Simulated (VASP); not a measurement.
# TiAl in VASP: further runs

The runs below take TiAl through single point, with PBEsol.

Program: VASP 6.6.1. These are calculated values, not measurements. Logs are shortened: lines on timing, memory, paths and dates and some standing lists are left out, and cuts for length are marked.

## Step 1: The cell of the first run

The structure is cubic, space group Pm-3m (No. 221). The conventional cell has a = 3.319 Å, b = 3.319 Å, c = 3.319 Å, α = 90.00°, β = 90.00°, γ = 90.00°. Within 3.8 Å of Ti (site symmetry m-3m) lie 8 Al at 2.87 Å and 6 Ti at 3.32 Å. Al (site symmetry m-3m) has 8 Ti at 2.87 Å and 6 Al at 3.32 Å within 3.8 Å.

## Step 2: Single point, PBEsol (strained)

The input, INCAR:

```
SYSTEM = TiAl
PREC = Accurate ; ENCUT = 520
EDIFF = 1E-7 ; ISMEAR = 0
SIGMA = 0.1 ; LREAL = .False.
LASPH = .True. ; NELM = 80
ALGO = Normal ; ISIF = 2
LWAVE = .False. ; LCHARG = .True.
GGA = PS ; LELF = .True.
LVHAR = .True. ; NBANDS = 14
```

The input, KPOINTS:

```
Automatic mesh
0
Gamma
  14 14 14
  0 0 0
```

The input, POSCAR:

```
TiAl
1.0
    3.3186884909      0.0000000000      0.0000000000
    0.0000000000      3.3186884909      0.0000000000
    0.0000000000      0.0000000000      3.3186884909
Ti Al
1 1
Direct
    0.0000000000      0.0000000000      0.0000000000
    0.5000000000      0.5000000000      0.5000000000
```

Potentials or basis: VASP PAW PBE potentials, release 64 (Ti_sv, Al).

Run with:

```
> cat potpaw_PBE.64/Ti_sv/POTCAR potpaw_PBE.64/Al/POTCAR > POTCAR
> mpirun -np 1 vasp_std > vasp.out
```

OUTCAR:

```text
SYSTEM = TiAl
   PREC = Accurate
   ENCUT = 520
   EDIFF = 1E-7
   ISMEAR = 0
   LREAL = .False.
   LASPH = .True.
   NELM = 80
   ISIF = 2
   GGA = PS

 ion  position               nearest neighbor table
   1  0.000  0.000  0.000-   2 2.87   2 2.87   2 2.87   2 2.87   2 2.87   2 2.87   2 2.87   2 2.87

   2  0.500  0.500  0.500-   1 2.87   1 2.87   1 2.87   1 2.87   1 2.87   1 2.87   1 2.87   1 2.87

  LATTYP: Found a simple cubic cell.
 ALAT       =     3.3186884909

  Lattice vectors:

 A1 = (   3.3186884909,   0.0000000000,   0.0000000000)
 A2 = (   0.0000000000,   3.3186884909,   0.0000000000)
 A3 = (   0.0000000000,   0.0000000000,   3.3186884909)

Analysis of symmetry for initial positions (statically):
=====================================================================
 Subroutine PRICEL returns:
 Original cell was already a primitive cell.

 Routine SETGRP: Setting up the symmetry group for a
 simple cubic supercell.

 Subroutine GETGRP returns: Found 48 space group operations
 (whereof 48 operations were pure point group operations)
 out of a pool of 48 trial point group operations.

The static configuration has the point symmetry O_h .

Analysis of symmetry for dynamics (positions and initial velocities):
=====================================================================
 Subroutine PRICEL returns:
 Original cell was already a primitive cell.

 Routine SETGRP: Setting up the symmetry group for a
 simple cubic supercell.

 Subroutine GETGRP returns: Found 48 space group operations
 (whereof 48 operations were pure point group operations)
 out of a pool of 48 trial point group operations.

The dynamic configuration has the point symmetry O_h .

 Subroutine INISYM returns: Found 48 space group operations
 (whereof 48 operations are pure point group operations),
 and found     1 'primitive' translations

----------------------------------------------------------------------------------------

                                     Primitive cell

  volume of cell :      36.5510

  direct lattice vectors                    reciprocal lattice vectors
     3.318688491  0.000000000  0.000000000     0.301323852  0.000000000  0.000000000
     0.000000000  3.318688491  0.000000000     0.000000000  0.301323852  0.000000000
     0.000000000  0.000000000  3.318688491     0.000000000  0.000000000  0.301323852

  length of vectors
     3.318688491  3.318688491  3.318688491     0.301323852  0.301323852  0.301323852

  position of ions in fractional coordinates (direct lattice)
     0.000000000  0.000000000  0.000000000
     0.500000000  0.500000000  0.500000000

  ion indices of the primitive-cell ions
   primitive index   ion index
                 1           1
                 2           2

----------------------------------------------------------------------------------------

 KPOINTS: Automatic mesh

Automatic generation of k-mesh.
 Grid dimensions read from file:
 generate k-points for:   14   14   14

 Generating k-lattice:

  Cartesian coordinates                     Fractional coordinates (reciprocal lattice)
     0.021523132  0.000000000  0.000000000     0.071428571  0.000000000  0.000000000
     0.000000000  0.021523132  0.000000000     0.000000000  0.071428571  0.000000000
     0.000000000  0.000000000  0.021523132     0.000000000  0.000000000  0.071428571

  Length of vectors
     0.021523132  0.021523132  0.021523132

  Shift w.r.t. Gamma in fractional coordinates (k-lattice)
     0.000000000  0.000000000  0.000000000

 Subroutine IBZKPT returns following result:
 ===========================================

 Found    120 irreducible k-points:

 Following reciprocal coordinates:
            Coordinates               Weight
  0.000000  0.000000  0.000000      1.000000
  0.071429  0.000000  0.000000      6.000000
  0.142857  0.000000  0.000000      6.000000
  0.214286  0.000000  0.000000      6.000000
  0.285714  0.000000  0.000000      6.000000
  0.357143  0.000000  0.000000      6.000000
[... 16 lines left out ...]
  0.285714  0.214286  0.000000     24.000000
  0.357143  0.214286  0.000000     24.000000
 [... further k-points ...]
   k-points           NKPTS =    120   k-points in BZ     NKDIM =    120   number of bands    NBANDS=     14
   number of dos      NEDOS =    301   number of ions     NIONS =      2
   total plane-waves  NPLWV =  21952
   dimension x,y,z NGX =    28 NGY =   28 NGZ =   28
   dimension x,y,z NGXF=    56 NGYF=   56 NGZF=   56
   ions per type =               1   1
   NGX,Y,Z   is equivalent  to a cutoff of  14.03, 14.03, 14.03 a.u.
   NGXF,Y,Z  is equivalent  to a cutoff of  28.05, 28.05, 28.05 a.u.
 SYSTEM =  TiAl
   PREC   = accura    normal or accurate (medium, high low for compatibility)
   ISTART =      0    job   : 0-new  1-cont  2-samecut
   ICHARG =      2    charge: 1-file 2-atom 10-const
   ISPIN  =      1    spin polarized calculation?
   LNONCOLLINEAR =      F non collinear calculations
   LSORBIT =      F    spin-orbit coupling
   LASPH  =      T    aspherical Exc in radial PAW
   ENCUT  =  520.0 eV  38.22 Ry    6.18 a.u.   6.17  6.17  6.17*2*pi/ulx,y,z
   NELM   =     80;   NELMIN=  2; NELMDL= -5     # of ELM steps
   EDIFF  = 0.1E-06   stopping-criterion for ELM
   LREAL  =      F    real-space projection
   EDIFFG = 0.1E-05   stopping-criterion for IOM
   NSW    =      0    number of steps for IOM
   IBRION =     -1    ionic relax: 0-MD 1-quasi-New 2-CG
   NFREE  =      0    steps in history (QN), initial steepest desc. (CG)
   ISIF   =      2    stress and relaxation
   ISYM   =      2    0-nonsym 1-usesym 2-fastsym
   POTIM  = 0.5000    time-step for ionic-motion
   TEBEG  =    0.0;   TEEND  =   0.0 temperature during run
   PSTRESS=    0.0 pullay stress
   NELECT =      15.0000    total number of electrons
   NUPDOWN=      -1.0000    fix difference up-down
   EMIN   =  10.00;   EMAX   =-10.00  energy-range for DOS
   EFERMI =   0.00;   METHOD = LEGACY
   ISMEAR =     0;   SIGMA  =   0.10  broadening in eV -4-tet -1-fermi 0-gaus
   EFERMI_NEDOS =   21; number of points for ismear=-14 and -15
   IALGO  =     38    algorithm
   IMIX   =      4    mixing-type and parameters
     AMIX     =   0.40;   BMIX     =  1.00
     AMIX_MAG =   1.60;   BMIX_MAG =  1.00
  volume/ion in A,a.u.               =      18.28       123.33
  Fermi-wavevector in a.u.,A,eV,Ry     =   1.216575  2.298993 20.137355  1.480054
  Thomas-Fermi vector in A             =   2.351924
   LORBIT       =      0    0 simple, 1 ext, 2 COOP (PROOUT), +10 PAW based schemes
   GGA     = PS    functional components
   LHFCALC =     F    Hartree Fock is set to
   AEXX    =    0.0000 exact exchange contribution
   IVDW    =     0    specifies the selected vdW correction
   LEPSILON=     F    determine dielectric tensor
   LRPA    =     F    only Hartree local field effects (RPA)
 non-spin polarized calculation
 Gauss-broadening in eV      SIGMA  =   0.10
  energy-cutoff  :      520.00
  volume of cell :       36.55
 maximum number of plane-waves:      1021
 NGX is ok and might be reduce to    28
   NGX = 13   NGY = 13   NGZ = 13

 number of electron      14.9999997 magnetization

 Free energy of the ion-electron system (eV)
  ---------------------------------------------------
  ext. energy  EPLUGINS =         0.00000000
  ---------------------------------------------------
  free energy    TOTEN  =       -12.73861783 eV

  energy without entropy =      -12.72433948  energy(sigma->0) =      -12.73147866

 E-fermi :   7.3773     XC(G=0): -10.6423

 val. band max:        7.3595833789   @ k =   0.3571   0.2143   0.0714
 cond. band min:       7.3808774520   @ k =   0.3571   0.2857   0.1429
 fundamental gap:      0.0212940731
 Fermi energy:         7.3772873814

 k-point     1 :       0.0000    0.0000    0.0000
  band No.  band energies     occupation
      1     -49.5462      2.00000
      2     -25.8526      2.00000
      3     -25.8526      2.00000
      4     -25.8526      2.00000
      5      -1.3034      2.00000
      6       6.2155      2.00000
      7       6.2155      2.00000
      8       8.8842      0.00000
      9       8.8842      0.00000
     10       8.8842      0.00000
     11      11.2320      0.00000
     12      11.2320      0.00000
     13      11.2320      0.00000
     14      15.5294      0.00000

 k-point     2 :       0.0714    0.0000    0.0000
  band No.  band energies     occupation
      1     -49.5458      2.00000
      2     -25.8579      2.00000
      3     -25.8521      2.00000
      4     -25.8521      2.00000
      5      -1.2303      2.00000
      6       6.1699      2.00000
      7       6.2463      2.00000
      8       8.7635      0.00000
      9       8.7635      0.00000
     10       8.8921      0.00000
     11      10.8898      0.00000
     12      11.4104      0.00000
     13      11.4104      0.00000
     14      15.4505      0.00000

 k-point     3 :       0.1429    0.0000    0.0000
  band No.  band energies     occupation
      1     -49.5446      2.00000
      2     -25.8727      2.00000
      3     -25.8508      2.00000
      4     -25.8508      2.00000
      5      -1.0126      2.00000
      6       5.9840      2.00000
      7       6.3349      2.00000
      8       8.4848      0.00000
      9       8.4848      0.00000
     10       8.9143      0.00000
     11      10.2417      0.00000
     12      11.8642      0.00000
     13      11.8642      0.00000
     14      15.2251      0.00000
[... 324 lines left out ...]
 k-point    23 :       0.2857    0.2143    0.0000
  band No.  band energies     occupation
      1     -49.5380      2.00000
      2     -25.9130      2.00000
      3     -25.8872      2.00000
      4     -25.8434      2.00000
      5       0.4099      2.00000
      6       5.2228      2.00000
      7       6.1063      2.00000
      8       7.4565      0.26267
      9       7.9970      0.00000
     10       8.4959      0.00000
     11       9.9613      0.00000
     12      11.1958      0.00000
     13      13.9875      0.00000
     14      14.8680      0.00000

 k-point    24 :       0.3571    0.2143    0.0000
  band No.  band energies     occupation
      1     -49.5363      2.00000
      2     -25.9337      2.00000
      3     -25.8850      2.00000
      4     -25.8415      2.00000
      5       0.9622      2.00000
      6       4.4291      2.00000
      7       6.3500      2.00000
      8       7.3407      1.39472
      9       7.8252      0.00000
     10       8.5300      0.00000
     11       9.8255      0.00000
     12      11.6397      0.00000
     13      14.3118      0.00000
     14      14.5726      0.00000

 [... further k-points ...]

------------------------ aborting loop because EDIFF is reached ----------------------------------------

  FORCE on cell =-STRESS in cart. coord.  units (eV):
  Direction    XX          YY          ZZ          XY          YZ          ZX
  --------------------------------------------------------------------------------------
  -------------------------------------------------------------------------------------
  Total       -2.9946636     -2.9946636     -2.9946636      0.0000000      0.0000000      0.0000000
  in kB     -131.2680888   -131.2680888   -131.2680888      0.0000000      0.0000000      0.0000000
  external PRESSURE =    -131.2680888 kB  Pullay stress =       0.0000000 kB

 VOLUME and BASIS-vectors are now :
 -----------------------------------------------------------------------------
  energy-cutoff  :      520.00
  volume of cell :       36.55
      direct lattice vectors                 reciprocal lattice vectors
     3.318688491  0.000000000  0.000000000     0.301323852  0.000000000  0.000000000
     0.000000000  3.318688491  0.000000000     0.000000000  0.301323852  0.000000000
     0.000000000  0.000000000  3.318688491     0.000000000  0.000000000  0.301323852

 POSITION                                       TOTAL-FORCE (eV/Angst)
 -----------------------------------------------------------------------------------
      0.00000      0.00000      0.00000         0.000000      0.000000      0.000000
      1.65934      1.65934      1.65934         0.000000      0.000000      0.000000
 -----------------------------------------------------------------------------------
    total drift:                               -0.000000     -0.000000     -0.000000

  FREE ENERGIE OF THE ION-ELECTRON SYSTEM (eV)
  ---------------------------------------------------
  free  energy   TOTEN  =       -12.7386178330 eV

  energy  without entropy=      -12.7243394829  energy(sigma->0) =      -12.73147866
```

Run time: 26 s. Hardware: 1 thread of Intel Xeon 6975P-C (Granite Rapids), shared host; peak memory 0.19 GiB.

What came out:

```
Free energy : -12.7386 eV
Pressure    : -13.1 GPa
```

Caveat: the cell differs from its parent crystal (strained); the PAW data sets were made with another functional, which shifts forces and pressure a little.

## Step 3: Single point, PBEsol (strained)

The input, INCAR:

```
SYSTEM = TiAl
PREC = Accurate
ENCUT = 520
EDIFF = 1E-6
ISMEAR = 0
SIGMA = 0.1
LREAL = .FALSE.
LASPH = .TRUE.
NELM = 100
ALGO = Fast
ISIF = 2
LWAVE = .FALSE.
LCHARG = .FALSE.
GGA = PS
NBANDS = 14
```

The input, KPOINTS:

```
regular mesh
0
G
  12 12 12
  0 0 0
```

The input, POSCAR:

```
TiAl
1.0
    3.2376859402      0.0000000000      0.0000000000
    0.0000000000      3.1423140202      0.0000000000
    0.0000000000      0.0000000000      3.2376859402
Ti Al
1 1
Direct
    0.0000000000      0.0000000000      0.0000000000
    0.5000000000      0.5000000000      0.5000000000
```

Potentials or basis: VASP PAW PBE potentials, release 64 (Ti_sv, Al).

Run with:

```
> cat potpaw_PBE.64/Ti_sv/POTCAR potpaw_PBE.64/Al/POTCAR > POTCAR
> mpirun -np 1 vasp_std > vasp.out
```

It took 45 s on 1 thread of Intel Xeon 6975P-C (Granite Rapids), shared host; peak memory 0.2 GiB.

It converged, with:

| Item | Value |
| --- | --- |
| Free energy | -12.9510 eV |
| Pressure | -5.0 GPa |

Stress tensor (GPa, compression positive):
```
-4.59  0.00  0.00
 0.00 -5.69  0.00
 0.00  0.00 -4.59
```

Levels at points of the mesh, in eV from the Fermi level:
| k point | band 6 | band 7 | band 8 | band 9 | band 10 | band 11 |
| --- | --- | --- | --- | --- | --- | --- |
| (0.00, 0.00, 0.00) | -1.40 | -1.34 | 1.64 | 1.79 | 1.79 | 4.05 |
| (0.50, 0.00, 0.00) | -5.13 | -0.54 | 0.02 | 0.36 | 1.97 | 2.80 |
| (0.00, 0.50, 0.00) | -5.05 | -0.46 | 0.04 | 0.04 | 1.88 | 3.12 |
| (0.50, 0.50, 0.00) | -2.10 | -1.93 | -1.41 | 0.58 | 0.64 | 2.70 |
| (0.50, 0.00, 0.50) | -2.16 | -2.16 | -1.49 | 0.84 | 0.84 | 2.59 |
| (0.50, 0.50, 0.50) | -3.00 | -3.00 | 0.53 | 2.66 | 2.80 | 2.82 |

Caveat: the cell differs from its parent crystal (strained); the PAW data sets were made with another functional, which shifts forces and pressure a little.
